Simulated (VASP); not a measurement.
A run of VASP 6.6.1 is set up as follows.

Contents of INCAR:

```
PREC = Accurate
ENCUT = 520
EDIFF = 1E-6
ISMEAR = 0
SIGMA = 0.01
LREAL = False
LASPH = True
NELM = 60
ALGO = Normal
ISIF = 2
LWAVE = False
LCHARG = True
GGA = PE
LELF = True
LVHAR = True
NBANDS = 16
```

File KPOINTS:

```
regular mesh
0
Gamma
  6 6 6
```

File POSCAR:

```
GaP
1.0
    0.0000000000      2.7492622505      2.7492622505
    2.7492622505      0.0000000000      2.7492622505
    2.7492622505      2.7492622505      0.0000000000
Ga P
1 1
Direct
    0.0000000000      0.0000000000      0.0000000000
    0.2500000000      0.2500000000      0.2500000000
```

Potentials or basis: VASP PAW PBE potentials, release 64 (Ga_d, P).

Command:

```console
$ cat potpaw_PBE.64/Ga_d/POTCAR potpaw_PBE.64/P/POTCAR > POTCAR
$ mpirun -np 1 vasp_std > vasp.out
```

Q: Estimate the band gap on the k mesh.

A: 1.59 eV, indirect (least direct gap 1.61 eV).

Q: What does it give for the pressure?

A: 0.3 GPa.

**What was measured.**

From “Stacking defects in GaP nanowires: Electronic structure and optical properties”, 2018, arxiv:1810.01194, for a bulk crystal of GaP at 10 K: band gap 2.34 eV (indirect).

A measured gap of GaP is 2.34 eV (indirect; 10 K; quoted in “Stacking defects in GaP nanowires: Electronic structure and optical properties”, 2018, arxiv:1810.01194); the calculated 1.59 eV misses it by -0.75 eV. Spin-orbit coupling on Ga is left out. The value is that of PBE on a finite k mesh, which can miss the band edges, without temperature or zero-point motion. Semilocal functionals fall short of measured gaps as a rule.
